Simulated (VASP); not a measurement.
The system is BeHg3Te4.

```
Be Te Hg
1.0
    -2.99220    2.99220    5.98441
     2.99220   -2.99220    5.98441
     2.99220    2.99220   -5.98441
Be Te Hg
1 4 3
Cartesian
  0.0000 0.0000 0.0000
  1.4961 1.4961 1.4961
  1.4961 -1.4961 4.4883
  1.4961 1.4961 7.4805
  -1.4961 1.4961 4.4883
  0.0000 2.9922 2.9922
  0.0000 0.0000 5.9844
  2.9922 0.0000 2.9922
```

```yaml
Program: VASP 6.6.1
Task: relaxation of cell and atoms
Functional: PBE
Potentials_or_basis: VASP PAW PBE potentials, release 64 (Be, Te, Hg)
Cutoff: 600 eV
k_mesh: 6 × 6 × 6
Occupations: fermi-dirac, width 0.02 eV
Spin: no spin polarisation
```

At the start: pressure 16.7 GPa; volume 26.79 Å³/atom.

Question: Where does the relaxation end?

Answer: Over 12 steps the energy falls by 416.5 meV/atom and the volume is 32.59 Å³/atom (+21.7 %); space group I-42m (No. 121, to 0.1 Å) before and after.

Step by step:
```tsv
step	energy change (eV)	largest force (eV/Å)	pressure (GPa)	volume (Å³)
1	0.0000	2.8868	16.66	214.32
2	-2.2754	0.5496	-4.37	312.85
3	-2.8504	1.0202	-0.88	272.71
4	-3.0516	0.8355	-0.63	268.56
5	-3.3197	0.0897	0.70	256.37
6	-3.3217	0.1253	0.53	257.51
7	-3.3218	0.1079	0.56	257.22
8	-3.3290	0.0627	-0.27	262.61
9	-3.3305	0.0595	-0.03	261.01
10	-3.3313	0.0328	-0.01	260.90
11	-3.3317	0.0076	0.02	260.73
12	-3.3317	0.0022	0.01	260.75
```

Final structure:
```cif
data_structure
_symmetry_space_group_name_H-M 'P 1'
_symmetry_Int_Tables_number 1
_cell_length_a 7.8133
_cell_length_b 7.8133
_cell_length_c 7.8133
_cell_angle_alpha 131.663
_cell_angle_beta 131.663
_cell_angle_gamma 70.761
_cell_volume 260.75
loop_
_atom_site_label
_atom_site_type_symbol
_atom_site_fract_x
_atom_site_fract_y
_atom_site_fract_z
_atom_site_occupancy
Be1 Be 0.00000 0.00000 0.00000 1
Te1 Te 0.33554 0.33554 0.44452 1
Te2 Te 0.10897 0.66446 0.00000 1
Te3 Te 0.89103 0.89103 0.55548 1
Te4 Te 0.66446 0.10897 0.00000 1
Hg1 Hg 0.75000 0.25000 0.50000 1
Hg2 Hg 0.50000 0.50000 0.00000 1
Hg3 Hg 0.25000 0.75000 0.50000 1
```

Caveat: the volume moved by over 15 % at a fixed basis, so the end points are rough.
